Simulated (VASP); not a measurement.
## Rb: relaxation of cell and atoms with PBEsol

Rb:

```xyz
1
Lattice="-2.8302 2.8302 2.8302 2.8302 -2.8302 2.8302 2.8302 2.8302 -2.8302" Properties=species:S:1:pos:R:3 pbc="T T T"
Rb    0.0000    0.0000    0.0000
```

```yaml
Program: VASP 6.6.1
Task: relaxation of cell and atoms
Functional: PBEsol
Potentials_or_basis: VASP PAW PBE potentials, release 64 (Rb_sv)
Cutoff: 650 eV
k_mesh: 9 × 9 × 9
Occupations: fermi-dirac, width 0.02 eV
Spin: no spin polarisation
Tolerance_level: screening
Purpose: cell
Passes: 3
Further_INCAR_settings: ALGO = Normal; EDIFF = 1e-07
```

The relaxed volume is 86.22 Å³/atom. The relaxed cell is a = 4.820 Å, b = 4.820 Å, c = 4.820 Å, α = 109.47°, β = 109.47°, γ = 109.47° and the space group after relaxing (to 0.1 Å) is Im-3m (No. 229). The energy gained by relaxing is 1.9 meV/atom. The ionic steps are 6. The pressure after relaxing is 0.0 GPa and the band gap on the k mesh is zero (an odd number of electrons rules out a gap without spin polarisation).

Step by step:
```
step  energy change (eV)  largest force (eV/Å)  pressure (GPa)  volume (Å³)
   1              0.0000                0.0000           -0.13        90.68
   2             -0.0008                0.0000           -0.11        89.69
   3             -0.0019                0.0000           -0.03        87.08
   4             -0.0020                0.0000            0.00        86.22
   5             -0.0019                0.0000            0.00        86.22
   6             -0.0019                0.0000            0.00        86.22
```

Final structure:
```yaml
crystal:
  lattice:
    - [-2.78305, 2.78305, 2.78305]
    - [2.78305, -2.78305, 2.78305]
    - [2.78305, 2.78305, -2.78305]
  atoms:
    - { symbol: Rb, position: [0.00000, 0.00000, 0.00000] }
```

Levels at points of the mesh, in eV from the Fermi level:
| k point | band 1 | band 2 | band 3 | band 4 | band 5 | band 6 | band 7 | band 8 |
| --- | --- | --- | --- | --- | --- | --- | --- | --- |
| (0.00, 0.00, 0.00) | -28.81 | -12.85 | -12.85 | -12.85 | -2.03 | 3.75 | 3.75 | 3.75 |

It took 2 min on 1 thread of Intel(R) Xeon(R) 6975P-C (Granite Rapids), with other jobs on the host, peak memory 0.28 GiB.

Caveat: the PAW data sets were made with another functional, which shifts forces and pressure a little.
